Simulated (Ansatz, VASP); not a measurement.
AlAs in VASP and in Ansatz

```
Al As
1.0
     0.00000    2.83219    2.83219
     2.83219    0.00000    2.83219
     2.83219    2.83219    0.00000
Al As
1 1
Direct
  0.00000 0.00000 0.00000
  0.25000 0.25000 0.25000
```

Alike in both runs: functional PBE; dispersion D3(BJ); k mesh 8 × 8 × 8; occupations gaussian, width 0.02 eV; no spin polarisation.

Ansatz relaxed the structure, and its values are those at the end. VASP's run is a single point on that final structure, the one shown.

|  | VASP | Ansatz |
| --- | --- | --- |
| version | VASP 6.6.1 | Ansatz 0.2.0 |
| potentials or method | VASP PAW PBE potentials, release 64 (Al, As), cutoff 500 eV | scalar-relativistic, plane waves, PAW |
| valence electrons in the cell | 8 | 18 |

```tsv
	VASP	Ansatz	Ansatz less VASP
gap on the k mesh at the Fermi level (eV)	1.44	1.45	+0.011
least direct gap on the mesh (eV)	2.05	2.04	-0.005
pressure (GPa)	0.2	0.0	-0.20
```

VASP's potentials hold 8 valence electrons a cell and Ansatz's 18, so a difference there can come from the potentials and not from the codes.
